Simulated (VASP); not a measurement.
# CdS (F-43m) in VASP: settings compared

CdS is run at these levels: revPBE+D3(BJ), PBEsol; tasks: single point.

All numbers are computed with VASP 6.6.1; they aren't measurements. Logs are shortened: lines on timing, memory, paths and dates and some standing lists are left out, and cuts for length are marked.

### Step 1. The cell of the first run

The structure is cubic, space group F-43m (No. 216). The conventional cell has a = 5.796 Å, b = 5.796 Å, c = 5.796 Å, α = 90.00°, β = 90.00°, γ = 90.00°. Cd (site symmetry -43m) has 4 S at 2.51 Å within 3.3 Å. Within 3.3 Å of S (site symmetry -43m) lie 4 Cd at 2.51 Å.

### Step 2. Single point, revPBE+D3(BJ) (volume scaled by 0.98)

Contents of INCAR:

```
  PREC = Accurate
  ENCUT = 520
  EDIFF = 1E-6
  ISMEAR = 0
  SIGMA = 0.05
  LREAL = F
  LASPH = T
  NELM = 60
  ALGO = Normal
  ISIF = 2
  LWAVE = F
  LCHARG = F
  GGA = RE
  IVDW = 12
  NBANDS = 16
```

Contents of KPOINTS:

```
Automatic mesh
0
Gamma
  8 8 8
```

Contents of POSCAR:

```
CdS
1.0
    0.0000000000      2.8979006401      2.8979006401
    2.8979006401      0.0000000000      2.8979006401
    2.8979006401      2.8979006401      0.0000000000
Cd S
1 1
Direct
    0.0000000000      0.0000000000      0.0000000000
    0.7500000000      0.7500000000      0.7500000000
```

Potentials or basis: VASP PAW PBE potentials, release 64 (Cd, S).

On the command line:

```bash
cat potpaw_PBE.64/Cd/POTCAR potpaw_PBE.64/S/POTCAR > POTCAR
mpirun -np 1 vasp_std > vasp.out
```

OUTCAR:

```text
PREC = Accurate
   ENCUT = 520
   EDIFF = 1E-6
   ISMEAR = 0
   LREAL = F
   LASPH = T
   NELM = 60
   ISIF = 2
   GGA = RE
   IVDW = 12
 IVDW          = 12

 ion  position               nearest neighbor table
   1  0.000  0.000  0.000-   2 2.51   2 2.51   2 2.51   2 2.51
   2  0.750  0.750  0.750-   1 2.51   1 2.51   1 2.51   1 2.51

  LATTYP: Found a face centered cubic cell.
 ALAT       =     5.7958012802

  Lattice vectors:

 A1 = (   0.0000000000,   2.8979006401,   2.8979006401)
 A2 = (   2.8979006401,   0.0000000000,   2.8979006401)
 A3 = (   2.8979006401,   2.8979006401,   0.0000000000)

Analysis of symmetry for initial positions (statically):
=====================================================================
 Subroutine PRICEL returns:
 Original cell was already a primitive cell.

 Routine SETGRP: Setting up the symmetry group for a
 face centered cubic supercell.

 Subroutine GETGRP returns: Found 24 space group operations
 (whereof 24 operations were pure point group operations)
 out of a pool of 48 trial point group operations.

The static configuration has the point symmetry T_d .

Analysis of symmetry for dynamics (positions and initial velocities):
=====================================================================
 Subroutine PRICEL returns:
 Original cell was already a primitive cell.

 Routine SETGRP: Setting up the symmetry group for a
 face centered cubic supercell.

 Subroutine GETGRP returns: Found 24 space group operations
 (whereof 24 operations were pure point group operations)
 out of a pool of 48 trial point group operations.

The dynamic configuration has the point symmetry T_d .

 Subroutine INISYM returns: Found 24 space group operations
 (whereof 24 operations are pure point group operations),
 and found     1 'primitive' translations

----------------------------------------------------------------------------------------

                                     Primitive cell

  volume of cell :      48.6721

  direct lattice vectors                    reciprocal lattice vectors
     0.000000000  2.897900640  2.897900640    -0.172538697  0.172538697  0.172538697
     2.897900640  0.000000000  2.897900640     0.172538697 -0.172538697  0.172538697
     2.897900640  2.897900640  0.000000000     0.172538697  0.172538697 -0.172538697

  length of vectors
     4.098250388  4.098250388  4.098250388     0.298845789  0.298845789  0.298845789

  position of ions in fractional coordinates (direct lattice)
     0.000000000  0.000000000  0.000000000
     0.750000000  0.750000000  0.750000000

  ion indices of the primitive-cell ions
   primitive index   ion index
                 1           1
                 2           2

----------------------------------------------------------------------------------------

 KPOINTS: Automatic mesh

Automatic generation of k-mesh.
 Grid dimensions read from file:
 generate k-points for:    8    8    8

 Generating k-lattice:

  Cartesian coordinates                     Fractional coordinates (reciprocal lattice)
    -0.021567337  0.021567337  0.021567337     0.125000000  0.000000000  0.000000000
     0.021567337 -0.021567337  0.021567337     0.000000000  0.125000000  0.000000000
     0.021567337  0.021567337 -0.021567337     0.000000000  0.000000000  0.125000000

  Length of vectors
     0.037355724  0.037355724  0.037355724

  Shift w.r.t. Gamma in fractional coordinates (k-lattice)
     0.000000000  0.000000000  0.000000000

 Subroutine IBZKPT returns following result:
 ===========================================

 Found     29 irreducible k-points:

 Following reciprocal coordinates:
            Coordinates               Weight
  0.000000  0.000000  0.000000      1.000000
  0.125000  0.000000  0.000000      8.000000
  0.250000  0.000000  0.000000      8.000000
  0.375000  0.000000  0.000000      8.000000
  0.500000  0.000000  0.000000      4.000000
  0.125000  0.125000  0.000000      6.000000
[... 16 lines left out ...]
  0.500000  0.250000  0.125000     48.000000
 -0.375000  0.250000  0.125000     24.000000
 [... further k-points ...]
   k-points           NKPTS =     29   k-points in BZ     NKDIM =     29   number of bands    NBANDS=     16
   number of dos      NEDOS =    301   number of ions     NIONS =      2
   total plane-waves  NPLWV =  27000
   dimension x,y,z NGX =    30 NGY =   30 NGZ =   30
   dimension x,y,z NGXF=    60 NGYF=   60 NGZF=   60
   ions per type =               1   1
   NGX,Y,Z   is equivalent  to a cutoff of  12.17, 12.17, 12.17 a.u.
   NGXF,Y,Z  is equivalent  to a cutoff of  24.34, 24.34, 24.34 a.u.
 SYSTEM =  unknown system
   PREC   = accura    normal or accurate (medium, high low for compatibility)
   ISTART =      0    job   : 0-new  1-cont  2-samecut
   ICHARG =      2    charge: 1-file 2-atom 10-const
   ISPIN  =      1    spin polarized calculation?
   LNONCOLLINEAR =      F non collinear calculations
   LSORBIT =      F    spin-orbit coupling
   LASPH  =      T    aspherical Exc in radial PAW
   ENCUT  =  520.0 eV  38.22 Ry    6.18 a.u.   7.62  7.62  7.62*2*pi/ulx,y,z
   NELM   =     60;   NELMIN=  2; NELMDL= -5     # of ELM steps
   EDIFF  = 0.1E-05   stopping-criterion for ELM
   LREAL  =      F    real-space projection
   EDIFFG = 0.1E-04   stopping-criterion for IOM
   NSW    =      0    number of steps for IOM
   IBRION =     -1    ionic relax: 0-MD 1-quasi-New 2-CG
   NFREE  =      0    steps in history (QN), initial steepest desc. (CG)
   ISIF   =      2    stress and relaxation
   ISYM   =      2    0-nonsym 1-usesym 2-fastsym
   POTIM  = 0.5000    time-step for ionic-motion
   TEBEG  =    0.0;   TEEND  =   0.0 temperature during run
   PSTRESS=    0.0 pullay stress
   NELECT =      18.0000    total number of electrons
   NUPDOWN=      -1.0000    fix difference up-down
   EMIN   =  10.00;   EMAX   =-10.00  energy-range for DOS
   EFERMI =   0.00;   METHOD = LEGACY
   ISMEAR =     0;   SIGMA  =   0.05  broadening in eV -4-tet -1-fermi 0-gaus
   EFERMI_NEDOS =   21; number of points for ismear=-14 and -15
   IALGO  =     38    algorithm
   IMIX   =      4    mixing-type and parameters
     AMIX     =   0.40;   BMIX     =  1.00
     AMIX_MAG =   1.60;   BMIX_MAG =  1.00
  volume/ion in A,a.u.               =      24.34       164.23
  Fermi-wavevector in a.u.,A,eV,Ry     =   1.175093  2.220603 18.787512  1.380843
  Thomas-Fermi vector in A             =   2.311479
   LORBIT       =      0    0 simple, 1 ext, 2 COOP (PROOUT), +10 PAW based schemes
   GGA     = RE    functional components
   LHFCALC =     F    Hartree Fock is set to
   AEXX    =    0.0000 exact exchange contribution
   IVDW    =    12    specifies the selected vdW correction
   LEPSILON=     F    determine dielectric tensor
   LRPA    =     F    only Hartree local field effects (RPA)
 non-spin polarized calculation
 Gauss-broadening in eV      SIGMA  =   0.05
  energy-cutoff  :      520.00
  volume of cell :       48.67
 maximum number of plane-waves:      1363
   NGX = 15   NGY = 15   NGZ = 15

 number of electron      18.0000008 magnetization

 Free energy of the ion-electron system (eV)
  ---------------------------------------------------
  ext. energy  EPLUGINS =         0.00000000
  ---------------------------------------------------
  free energy    TOTEN  =        -5.49957494 eV

  energy without entropy =       -5.49957494  energy(sigma->0) =       -5.49957494

 E-fermi :   1.8618     XC(G=0):  -9.0601

 val. band max:        1.5681431985   @ k =   0.0000   0.0000   0.0000
 cond. band min:       2.8954136546   @ k =   0.0000   0.0000   0.0000
 fundamental gap:      1.3272704562
 Fermi energy:         1.8618038228

 k-point     1 :       0.0000    0.0000    0.0000
  band No.  band energies     occupation
      1     -10.9040      2.00000
      2      -6.2309      2.00000
      3      -6.2309      2.00000
      4      -6.2309      2.00000
      5      -5.7263      2.00000
      6      -5.7263      2.00000
[... 8 lines left out ...]
     15      13.0716      0.00000
     16      13.3211      0.00000

 k-point     2 :       0.1250    0.0000    0.0000
  band No.  band energies     occupation
      1     -10.8403      2.00000
      2      -6.2073      2.00000
      3      -6.2073      2.00000
      4      -6.1751      2.00000
      5      -5.7274      2.00000
      6      -5.7274      2.00000
[... 8 lines left out ...]
     15      12.5021      0.00000
     16      13.8561      0.00000

 k-point     3 :       0.2500    0.0000    0.0000
  band No.  band energies     occupation
      1     -10.6857      2.00000
      2      -6.1563      2.00000
      3      -6.1563      2.00000
      4      -5.9745      2.00000
      5      -5.7216      2.00000
      6      -5.7216      2.00000
[... 8 lines left out ...]
     15      12.2764      0.00000
     16      13.1490      0.00000

 k-point     4 :       0.3750    0.0000    0.0000
  band No.  band energies     occupation
      1     -10.5314      2.00000
      2      -6.1168      2.00000
      3      -6.1168      2.00000
      4      -5.7004      2.00000
      5      -5.7004      2.00000
      6      -5.6014      2.00000
[... 8 lines left out ...]
     15      13.1394      0.00000
     16      13.1394      0.00000
[... 324 lines left out ...]
 k-point    22 :       0.3750    0.2500    0.1250
  band No.  band energies     occupation
      1     -10.5722      2.00000
      2      -6.1018      2.00000
      3      -6.0738      2.00000
      4      -5.9046      2.00000
      5      -5.7187      2.00000
      6      -5.6629      2.00000
[... 8 lines left out ...]
     15      13.6341      0.00000
     16      15.6630      0.00000

 k-point    23 :       0.5000    0.2500    0.1250
  band No.  band energies     occupation
      1     -10.4510      2.00000
      2      -6.0636      2.00000
      3      -6.0368      2.00000
      4      -5.7961      2.00000
      5      -5.6906      2.00000
      6      -5.4229      2.00000
[... 8 lines left out ...]
     15      14.5402      0.00000
     16      14.7607      0.00000

 k-point    24 :      -0.3750    0.2500    0.1250
  band No.  band energies     occupation
      1     -10.4016      2.00000
      2      -6.0584      2.00000
      3      -6.0190      2.00000
      4      -5.7528      2.00000
      5      -5.6979      2.00000
      6      -5.2070      2.00000
[... 8 lines left out ...]
     15      14.0009      0.00000
     16      14.8229      0.00000

 [... further k-points ...]

------------------------ aborting loop because EDIFF is reached ----------------------------------------

 Edisp (eV)   -1.20845

 E8    (eV) :    -0.8194

  FORCE on cell =-STRESS in cart. coord.  units (eV):
  Direction    XX          YY          ZZ          XY          YZ          ZX
  --------------------------------------------------------------------------------------
  -------------------------------------------------------------------------------------
  Total       0.49354     0.49354     0.49354     0.00000     0.00000     0.00000
  in kB      16.24612    16.24612    16.24612     0.00000     0.00000     0.00000
  external pressure =       16.25 kB  Pullay stress =        0.00 kB

 VOLUME and BASIS-vectors are now :
 -----------------------------------------------------------------------------
  energy-cutoff  :      520.00
  volume of cell :       48.67
      direct lattice vectors                 reciprocal lattice vectors
     0.000000000  2.897900640  2.897900640    -0.172538697  0.172538697  0.172538697
     2.897900640  0.000000000  2.897900640     0.172538697 -0.172538697  0.172538697
     2.897900640  2.897900640  0.000000000     0.172538697  0.172538697 -0.172538697

 POSITION                                       TOTAL-FORCE (eV/Angst)
 -----------------------------------------------------------------------------------
      0.00000      0.00000      0.00000        -0.000000     -0.000000     -0.000000
      4.34685      4.34685      4.34685         0.000000      0.000000      0.000000
 -----------------------------------------------------------------------------------
    total drift:                                0.000001      0.000001      0.000001

  FREE ENERGIE OF THE ION-ELECTRON SYSTEM (eV)
  ---------------------------------------------------
  free  energy   TOTEN  =        -6.7080288650 eV

  energy  without entropy=       -6.7080288650  energy(sigma->0) =       -6.70802886
```

It took 22 s on 1 thread of Intel Xeon Platinum 8259CL at 2.50GHz (Skylake/Cascade Lake), shared host; peak memory 0.19 GiB.

What came out:

```
Free energy                : -6.7080 eV
Pressure                   : 1.6 GPa
Band gap on the k mesh     : 1.33 eV, direct
Dispersion energy per atom : -0.604 eV
```

Caveat: the cell differs from its parent crystal (volume scaled by 0.98); the PAW data sets were made with another functional, which shifts forces and pressure a little.

### Step 3. Single point, PBEsol

This run uses another cell than the first one, of 24.64 Å³/atom, 1.013 times its volume.

Contents of INCAR:

```
PREC = Accurate ; ENCUT = 520
EDIFF = 1E-7 ; ISMEAR = 0
SIGMA = 0.05 ; LREAL = False
LASPH = True ; NELM = 100
ALGO = Normal ; ISIF = 2
LWAVE = False ; LCHARG = True
GGA = PS ; LELF = True
LVHAR = True ; NBANDS = 16
```

KPOINTS is that of step 2.

Contents of POSCAR:

```
CdS
1.0
    0.0000000000      2.9099991734      2.9099991734
    2.9099991734      0.0000000000      2.9099991734
    2.9099991734      2.9099991734      0.0000000000
Cd S
1 1
Direct
    0.0000000000      0.0000000000      0.0000000000
    0.7500000000      0.7500000000      0.7500000000
```

Potentials or basis: VASP PAW PBE potentials, release 64 (Cd, S).

On the command line:

```bash
cat potpaw_PBE.64/Cd/POTCAR potpaw_PBE.64/S/POTCAR > POTCAR
mpirun -np 1 vasp_std > vasp.out
```

Wall time 20 s (1 thread of Intel Xeon Platinum 8259CL at 2.50GHz (Skylake/Cascade Lake), shared host); peak memory 0.18 GiB.

It converged, with:

```
Free energy            : -6.8128 eV
Pressure               : 0.5 GPa
Band gap on the k mesh : 1.02 eV, direct
```

Levels at points of the mesh, in eV from the valence-band top:
```
           k point  band 5  band 6  band 7  band 8  band 9  band 10  band 11  band 12  band 13  band 14
(0.00, 0.00, 0.00)   -7.26   -7.26    0.00    0.00    0.00     1.02     6.44     6.44     6.44    11.24
(0.50, 0.00, 0.00)   -7.22   -6.87   -4.52   -0.77   -0.77     2.90     6.91     6.91     7.35    10.90
(0.50, 0.50, 0.00)   -7.17   -6.81   -4.04   -1.94   -1.94     3.38     4.26     9.11    10.71    10.71
```

Caveat: the PAW data sets were made with another functional, which shifts forces and pressure a little.

### Step 4. Single point, PBEsol

This run uses another cell than the first one, of 24.64 Å³/atom, 1.013 times its volume.

Contents of INCAR:

```
SYSTEM = CdS
PREC     = Accurate       ! precision mode
ENCUT    = 520            ! plane-wave cutoff, eV
EDIFF    = 1E-6           ! SCF threshold, eV
ISMEAR   = 0              ! smearing method
SIGMA    = 0.05           ! smearing width, eV
LREAL    = .FALSE.        ! projectors in reciprocal space
LASPH    = .TRUE.         ! aspherical terms in the spheres
NELM     = 60             ! most SCF steps
ALGO     = Normal         ! electronic algorithm
ISIF     = 2              ! what is computed and relaxed
LWAVE    = .FALSE.        ! write WAVECAR
LCHARG   = .FALSE.        ! write CHGCAR
GGA      = PS             ! functional
ISYM     = 0            
NBANDS   = 16             ! bands
```

Contents of KPOINTS:

```
regular mesh
0
G
  8 8 8
  0 0 0
```

POSCAR is that of step 3.

On the command line:

```bash
cat potpaw_PBE.64/Cd/POTCAR potpaw_PBE.64/S/POTCAR > POTCAR
mpirun -np 1 vasp_std > vasp.out
```

Run time: 77 s. Hardware: 1 thread of Intel Xeon Platinum 8488C (Sapphire Rapids), shared host; peak memory 0.33 GiB.

It converged, with:

- Free energy: -6.8128 eV
- Pressure: 0.5 GPa
- Band gap on the k mesh: 1.02 eV, direct

Levels at points of the mesh, in eV from the valence-band top:
```tsv
k point	band 7	band 8	band 9	band 10	band 11	band 12
(0.00, 0.00, 0.00)	0.00	0.00	0.00	1.02	6.44	6.44
(0.50, 0.00, 0.00)	-4.52	-0.77	-0.77	2.90	6.91	6.91
(0.00, 0.50, 0.00)	-4.52	-0.77	-0.77	2.90	6.91	6.91
(0.00, 0.00, 0.50)	-4.52	-0.77	-0.77	2.90	6.91	6.91
(0.50, 0.50, 0.50)	-4.52	-0.77	-0.77	2.90	6.91	6.91
(0.50, 0.50, 0.00)	-4.04	-1.94	-1.94	3.38	4.26	9.11
(0.00, 0.50, 0.50)	-4.04	-1.94	-1.94	3.38	4.26	9.11
(0.50, 0.00, 0.50)	-4.04	-1.94	-1.94	3.38	4.26	9.11
```

Caveat: the PAW data sets were made with another functional, which shifts forces and pressure a little.
